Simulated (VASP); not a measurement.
# Nb3N in VASP: further runs

Nb3N is run at these levels: PBE; tasks: single point.

Everything below comes from runs of VASP 6.6.1. Logs are shortened: lines on timing, memory, paths and dates and some standing lists are left out, and cuts for length are marked.

## Step 1: The cell of the first run

The cell holds a slab with vacuum, 4 atoms: a = 2.983 Å, b = 2.983 Å, c = 19.745 Å, α = 90.00°, β = 90.00°, γ = 90.00°.

## Step 2: Single point, PBE

INCAR

```
ALGO     = Normal         # electronic algorithm
DIPOL    = 0.5 0.5 0.358
EDIFF    = 1E-6           # SCF threshold, eV
ENCUT    = 520            # plane-wave cutoff, eV
GGA      = PE             # functional
IDIPOL   = 3            
ISIF     = 2              # what is computed and relaxed
ISMEAR   = 0              # smearing method
LASPH    = True           # aspherical terms in the spheres
LCHARG   = False          # write CHGCAR
LDIPOL   = True         
LREAL    = False          # projectors in reciprocal space
LWAVE    = False          # write WAVECAR
NBANDS   = 30             # bands
NELM     = 100            # most SCF steps
PREC     = Accurate       # precision mode
SIGMA    = 0.1            # smearing width, eV
```

KPOINTS

```
k-points
0
Gamma
  9 9 1
```

POSCAR

```
Nb3N
1.0
    2.9829001615      0.0000000000      0.0000000000
    0.0000000000      2.9829001615      0.0000000000
    0.0000000000      0.0000000000     19.7446861459
Nb N
3 1
Direct
    0.5000000000      0.5000000000      0.2025861526
    0.0000000000      0.0000000000      0.3100743693
    0.5000000000      0.5000000000      0.4175648114
    0.5000000000      0.5000000000      0.5033303635
```

Potentials or basis: VASP PAW PBE potentials, release 64 (Nb_sv, N).

Run with:

```bash
> cat potpaw_PBE.64/Nb_sv/POTCAR potpaw_PBE.64/N/POTCAR > POTCAR
> mpirun -np 1 vasp_std > vasp.out
```

OUTCAR:

```text
EDIFF = 1E-6
   ENCUT = 520
   GGA = PE
   ISIF = 2
   ISMEAR = 0
   LASPH = True
   LREAL = False
   NELM = 100
   PREC = Accurate

 ion  position               nearest neighbor table
   1  0.500  0.500  0.203-   2 2.99   2 2.99   2 2.99   2 2.99
   2  0.000  0.000  0.310-   1 2.99   1 2.99   1 2.99   1 2.99   3 2.99   3 2.99   3 2.99   3 2.99

   3  0.500  0.500  0.418-   4 1.69   2 2.99   2 2.99   2 2.99   2 2.99
   4  0.500  0.500  0.503-   3 1.69

  LATTYP: Found a simple tetragonal cell.
 ALAT       =     2.9829001615
 C/A-ratio  =     6.6192916547

  Lattice vectors:

 A1 = (   2.9829001615,   0.0000000000,   0.0000000000)
 A2 = (   0.0000000000,   2.9829001615,   0.0000000000)
 A3 = (   0.0000000000,   0.0000000000,  19.7446861459)

Analysis of symmetry for initial positions (statically):
=====================================================================
 Subroutine PRICEL returns:
 Original cell was already a primitive cell.

 Routine SETGRP: Setting up the symmetry group for a
 simple tetragonal supercell.

 Subroutine GETGRP returns: Found  8 space group operations
 (whereof  8 operations were pure point group operations)
 out of a pool of 16 trial point group operations.

The static configuration has the point symmetry C_4v.

Analysis of symmetry for dynamics (positions and initial velocities):
=====================================================================
 Subroutine PRICEL returns:
 Original cell was already a primitive cell.

 Routine SETGRP: Setting up the symmetry group for a
 simple tetragonal supercell.

 Subroutine GETGRP returns: Found  8 space group operations
 (whereof  8 operations were pure point group operations)
 out of a pool of 16 trial point group operations.

The dynamic configuration has the point symmetry C_4v.

 Subroutine INISYM returns: Found  8 space group operations
 (whereof  8 operations are pure point group operations),
 and found     1 'primitive' translations

----------------------------------------------------------------------------------------

                                     Primitive cell

  volume of cell :     175.6822

  direct lattice vectors                    reciprocal lattice vectors
     2.982900161  0.000000000  0.000000000     0.335244207  0.000000000  0.000000000
     0.000000000  2.982900161  0.000000000     0.000000000  0.335244207  0.000000000
     0.000000000  0.000000000 19.744686146     0.000000000  0.000000000  0.050646538

  length of vectors
     2.982900161  2.982900161 19.744686146     0.335244207  0.335244207  0.050646538

  position of ions in fractional coordinates (direct lattice)
     0.500000000  0.500000000  0.202586153
     0.000000000  0.000000000  0.310074369
     0.500000000  0.500000000  0.417564811
     0.500000000  0.500000000  0.503330363

  ion indices of the primitive-cell ions
   primitive index   ion index
                 1           1
                 2           2
                 3           3
                 4           4

----------------------------------------------------------------------------------------

 KPOINTS: k-points

Automatic generation of k-mesh.
 Grid dimensions read from file:
 generate k-points for:    9    9    1

 Generating k-lattice:

  Cartesian coordinates                     Fractional coordinates (reciprocal lattice)
     0.037249356  0.000000000  0.000000000     0.111111111  0.000000000  0.000000000
     0.000000000  0.037249356  0.000000000     0.000000000  0.111111111  0.000000000
     0.000000000  0.000000000  0.050646538     0.000000000  0.000000000  1.000000000

  Length of vectors
     0.037249356  0.037249356  0.050646538

  Shift w.r.t. Gamma in fractional coordinates (k-lattice)
     0.000000000  0.000000000  0.000000000

 Subroutine IBZKPT returns following result:
 ===========================================

 Found     15 irreducible k-points:

 Following reciprocal coordinates:
            Coordinates               Weight
  0.000000  0.000000  0.000000      1.000000
  0.111111  0.000000  0.000000      4.000000
  0.222222  0.000000  0.000000      4.000000
  0.333333  0.000000  0.000000      4.000000
  0.444444  0.000000  0.000000      4.000000
  0.111111  0.111111  0.000000      4.000000
  0.222222  0.111111  0.000000      8.000000
  0.333333  0.111111  0.000000      8.000000
  0.444444  0.111111  0.000000      8.000000
  0.222222  0.222222  0.000000      4.000000
  0.333333  0.222222  0.000000      8.000000
  0.444444  0.222222  0.000000      8.000000
  0.333333  0.333333  0.000000      4.000000
  0.444444  0.333333  0.000000      8.000000
  0.444444  0.444444  0.000000      4.000000
   k-points           NKPTS =     15   k-points in BZ     NKDIM =     15   number of bands    NBANDS=     30
   number of dos      NEDOS =    301   number of ions     NIONS =      4
   total plane-waves  NPLWV =  86400
   dimension x,y,z NGX =    24 NGY =   24 NGZ =  150
   dimension x,y,z NGXF=    48 NGYF=   48 NGZF=  300
   ions per type =               3   1
   NGX,Y,Z   is equivalent  to a cutoff of  13.38, 13.38, 12.63 a.u.
   NGXF,Y,Z  is equivalent  to a cutoff of  26.75, 26.75, 25.26 a.u.
 SYSTEM =  unknown system
   PREC   = accura    normal or accurate (medium, high low for compatibility)
   ISTART =      0    job   : 0-new  1-cont  2-samecut
   ICHARG =      2    charge: 1-file 2-atom 10-const
   ISPIN  =      1    spin polarized calculation?
   LNONCOLLINEAR =      F non collinear calculations
   LSORBIT =      F    spin-orbit coupling
   LASPH  =      T    aspherical Exc in radial PAW
   ENCUT  =  520.0 eV  38.22 Ry    6.18 a.u.   5.55  5.55 36.71*2*pi/ulx,y,z
   NELM   =    100;   NELMIN=  2; NELMDL= -5     # of ELM steps
   EDIFF  = 0.1E-05   stopping-criterion for ELM
   LREAL  =      F    real-space projection
   EDIFFG = 0.1E-04   stopping-criterion for IOM
   NSW    =      0    number of steps for IOM
   IBRION =     -1    ionic relax: 0-MD 1-quasi-New 2-CG
   NFREE  =      0    steps in history (QN), initial steepest desc. (CG)
   ISIF   =      2    stress and relaxation
   ISYM   =      2    0-nonsym 1-usesym 2-fastsym
   POTIM  = 0.5000    time-step for ionic-motion
   TEBEG  =    0.0;   TEEND  =   0.0 temperature during run
   PSTRESS=    0.0 pullay stress
   NELECT =      44.0000    total number of electrons
   NUPDOWN=      -1.0000    fix difference up-down
   EMIN   =  10.00;   EMAX   =-10.00  energy-range for DOS
   EFERMI =   0.00;   METHOD = LEGACY
   ISMEAR =     0;   SIGMA  =   0.10  broadening in eV -4-tet -1-fermi 0-gaus
   EFERMI_NEDOS =   21; number of points for ismear=-14 and -15
   IALGO  =     38    algorithm
   IMIX   =      4    mixing-type and parameters
     AMIX     =   0.40;   BMIX     =  1.00
     AMIX_MAG =   1.60;   BMIX_MAG =  1.00
  volume/ion in A,a.u.               =      43.92       296.39
  Fermi-wavevector in a.u.,A,eV,Ry     =   1.031929  1.950063 14.488538  1.064878
  Thomas-Fermi vector in A             =   2.166102
   LORBIT       =      0    0 simple, 1 ext, 2 COOP (PROOUT), +10 PAW based schemes
   GGA     = PE    functional components
   LHFCALC =     F    Hartree Fock is set to
   AEXX    =    0.0000 exact exchange contribution
   IVDW    =     0    specifies the selected vdW correction
   LEPSILON=     F    determine dielectric tensor
   LRPA    =     F    only Hartree local field effects (RPA)
 non-spin polarized calculation
 Gauss-broadening in eV      SIGMA  =   0.10
  energy-cutoff  :      520.00
  volume of cell :      175.68
 maximum number of plane-waves:      4765
 NGX is ok and might be reduce to    24
   NGX = 11   NGY = 11   NGZ = 73

 dipolmoment           0.000000      0.000000     -0.035460 electrons x Angstroem

 number of electron      44.0000004 magnetization

 dipolmoment           0.000000      0.000000      0.187629 electrons x Angstroem

 Free energy of the ion-electron system (eV)
  ---------------------------------------------------
  ext. energy  EPLUGINS =         0.00000000
  ---------------------------------------------------
  free energy    TOTEN  =       -34.36592422 eV

  energy without entropy =      -34.33581566  energy(sigma->0) =      -34.35086994

 E-fermi :  -0.3795     XC(G=0):  -5.4828

 val. band max:       -0.4292200072   @ k =   0.3333   0.3333   0.0000
 cond. band min:      -0.3744227396   @ k =   0.3333   0.1111   0.0000
 fundamental gap:      0.0547972677
 Fermi energy:        -0.3795058244

 k-point     1 :       0.0000    0.0000    0.0000
  band No.  band energies     occupation
      1     -55.4678      2.00000
      2     -55.1460      2.00000
      3     -54.1378      2.00000
      4     -31.7054      2.00000
      5     -31.1803      2.00000
      6     -31.1803      2.00000
[... 22 lines left out ...]
     29       2.6325      0.00000
     30       3.0412      0.00000

 k-point     2 :       0.1111    0.0000    0.0000
  band No.  band energies     occupation
      1     -55.4591      2.00000
      2     -55.1394      2.00000
      3     -54.1305      2.00000
      4     -31.6906      2.00000
      5     -31.3012      2.00000
      6     -31.1701      2.00000
[... 22 lines left out ...]
     29       2.7795      0.00000
     30       3.0867      0.00000

 k-point     3 :       0.2222    0.0000    0.0000
  band No.  band energies     occupation
      1     -55.4370      2.00000
      2     -55.1225      2.00000
      3     -54.1119      2.00000
      4     -31.6648      2.00000
      5     -31.4965      2.00000
      6     -31.1822      2.00000
[... 385 lines left out ...]
     29       4.0346      0.00000
     30       4.7020      0.00000

 k-point    15 :       0.4444    0.4444    0.0000
  band No.  band energies     occupation
      1     -55.3342      2.00000
      2     -55.0293      2.00000
      3     -54.0137      2.00000
      4     -31.7580      2.00000
      5     -31.7557      2.00000
      6     -31.4465      2.00000
[... 22 lines left out ...]
     29       4.6876      0.00000
     30       4.9524      0.00000

------------------------ aborting loop because EDIFF is reached ----------------------------------------

 vacuum level on the upper side and lower side of the slab       (xc-potential included)         1.720        -2.007

  FORCE on cell =-STRESS in cart. coord.  units (eV):
  Direction    XX          YY          ZZ          XY          YZ          ZX
  --------------------------------------------------------------------------------------
  -------------------------------------------------------------------------------------
  Total       -1.5592586     -1.5592586      1.2330462      0.0000000      0.0000000     -0.0000000
  in kB      -14.2200475    -14.2200475     11.2450723      0.0000000      0.0000000     -0.0000000
  external PRESSURE =      -5.7316743 kB  Pullay stress =       0.0000000 kB

 VOLUME and BASIS-vectors are now :
 -----------------------------------------------------------------------------
  energy-cutoff  :      520.00
  volume of cell :      175.68
      direct lattice vectors                 reciprocal lattice vectors
     2.982900161  0.000000000  0.000000000     0.335244207  0.000000000  0.000000000
     0.000000000  2.982900161  0.000000000     0.000000000  0.335244207  0.000000000
     0.000000000  0.000000000 19.744686146     0.000000000  0.000000000  0.050646538

 POSITION                                       TOTAL-FORCE (eV/Angst)
 -----------------------------------------------------------------------------------
      1.49145      1.49145      4.00000         0.000000     -0.000000      0.218332
      0.00000      0.00000      6.12232         0.000000      0.000000     -0.942685
      1.49145      1.49145      8.24469         0.000000     -0.000000      0.603212
      1.49145      1.49145      9.93810         0.000000      0.000000      0.121141
 -----------------------------------------------------------------------------------
    total drift:                                0.000000     -0.000000     -0.000199

  FREE ENERGIE OF THE ION-ELECTRON SYSTEM (eV)
  ---------------------------------------------------
  free  energy   TOTEN  =       -34.3659242211 eV

  energy  without entropy=      -34.3358156617  energy(sigma->0) =      -34.35086994

 vacuum level on the upper side and lower side of the slab         7.803         3.832
```

Wall time 1.8 min (1 thread of Intel Xeon Platinum 8559C (Emerald Rapids), shared host); peak memory 0.3 GiB.

What came out:

| Property | Result |
| --- | --- |
| Free energy | -34.3659 eV |
| Largest force | 0.943 eV/Å |
| Band gap on the k mesh | zero (bands 22 and 23 overlap by 0.44 eV) |

Forces in eV/Å, atoms in the order of the input:
```
Nb   0.000  0.000  0.218
Nb   0.000  0.000 -0.943
Nb   0.000  0.000  0.603
N    0.000  0.000  0.121
```

Levels at points of the mesh, in eV from the Fermi level:
```csv
k point,band 18,band 19,band 20,band 21,band 22,band 23,band 24,band 25,band 26,band 27
"(0.00, 0.00, 0.00)",-1.67,-1.13,-0.52,-0.52,-0.37,0.01,0.94,0.94,1.73,2.93
```

## Step 3: Single point, PBE

INCAR

```
  ALGO = Normal
  DIPOL = 0.5 0.5 0.340
  EDIFF = 1E-7
  ENCUT = 520
  GGA = PE
  IDIPOL = 3
  ISIF = 2
  ISMEAR = 0
  LASPH = T
  LCHARG = F
  LDIPOL = T
  LREAL = F
  LWAVE = F
  NBANDS = 30
  NELM = 80
  PREC = Accurate
  SIGMA = 0.1
```

KPOINTS is that of step 2.

POSCAR: that of step 2 with these lines changed.

```diff
@@ -11,2 +11,2 @@
     0.5000000000      0.5000000000      0.4175648114
-    0.5000000000      0.5000000000      0.5033303635
+    1.0000000000      1.0000000000      0.4311354656
```

Potentials or basis: VASP PAW PBE potentials, release 64 (Nb_sv, N).

Run with:

```bash
> cat potpaw_PBE.64/Nb_sv/POTCAR potpaw_PBE.64/N/POTCAR > POTCAR
> mpirun -np 1 vasp_std > vasp.out
```

It took 1.8 min on 1 thread of Intel Xeon Platinum 8559C (Emerald Rapids), shared host; peak memory 0.29 GiB.

Results (log left out):

- Free energy: -39.1261 eV
- Largest force: 0.417 eV/Å
- Band gap on the k mesh: zero (bands 22 and 23 overlap by 0.31 eV)

Forces on the atoms (eV/Å):
```
Nb   0.000  0.000  0.211
Nb   0.000  0.000 -0.417
Nb   0.000  0.000  0.221
N    0.000  0.000 -0.015
```

Levels at points of the mesh, in eV from the Fermi level:
```
           k point  band 20  band 21  band 22  band 23  band 24  band 25
(0.00, 0.00, 0.00)    -2.37    -0.87    -0.57     0.17     0.17     0.37
```

The gap in the log of VASP goes by the Fermi energy; the results here count the filled bands.